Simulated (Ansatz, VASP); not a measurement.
## Two plane-wave programs on Os

File INCAR:

```
PREC = Accurate
ENCUT = 520
EDIFF = 1E-7
ISMEAR = -1
SIGMA = 0.05
LREAL = F
LASPH = T
NELM = 150
ALGO = Normal
ISIF = 2
LWAVE = F
LCHARG = F
MAGMOM = 0 0 0 0 0 0
LORBIT = 11
LSORBIT = T
GGA_COMPAT = F
LORBMOM = T
LMAXMIX = 4
GGA = PS
NBANDS = 28
```

Contents of KPOINTS:

```
regular mesh
0
Gamma
  11 11 6
```

File POSCAR:

```
Os
1.0
    2.7700791260      0.0000000000      0.0000000000
   -1.3850395630      2.3989588936      0.0000000000
    0.0000000000      0.0000000000      4.3765446767
Os
2
Direct
    0.6666666667      0.3333333333      0.7500000000
    0.3333333333      0.6666666667      0.2500000000
```

input.yaml

```yaml
crystal:
  lattice:
    - [2.770079126, 0.0, 0.0]
    - [-1.385039563, 2.3989588936, 0.0]
    - [0.0, 0.0, 4.3765446767]
  atoms:
    - { symbol: Os, position: [0.6666666667, 0.3333333333, 0.75] }
    - { symbol: Os, position: [0.3333333333, 0.6666666667, 0.25] }
hamiltonian:
  xc: pbesol
  pseudopotentials: { kind: paw_fr }
magnetization:
  noncollinear: true
  spin_orbit: true
kpoints:
  mp_grid: { grid: [11, 11, 6] }
scf:
  occupations: { method: fermi_dirac, width: 0.05 }
output:
  forces: true
  stress: true
  eigenvalues: true
```

Alike in both runs: task single point; functional PBEsol; k mesh 11 × 11 × 6; occupations fermi-dirac, width 0.05 eV; non-collinear spin, spin-orbit coupling.

```csv
,VASP,Ansatz
version,VASP 6.6.1,Ansatz 0.2.0
potentials or method,"VASP PAW PBE potentials, release 64 (Os)",Ansatz PAW
plane-wave cutoff (eV),520,420
valence electrons in the cell,16,32
```

VASP gave:

```
pressure (GPa)                                                : -17.2
traceless stress, the component that is largest in VASP (GPa) : -0.98
```

Estimate Ansatz's values.

pressure (GPa): -17.2; traceless stress, the component that is largest in VASP (GPa): -1.00.

VASP's potentials were made for PBE, not for PBEsol. VASP's potentials hold 16 valence electrons a cell and Ansatz's 32, so a difference there can come from the potentials and not from the codes.
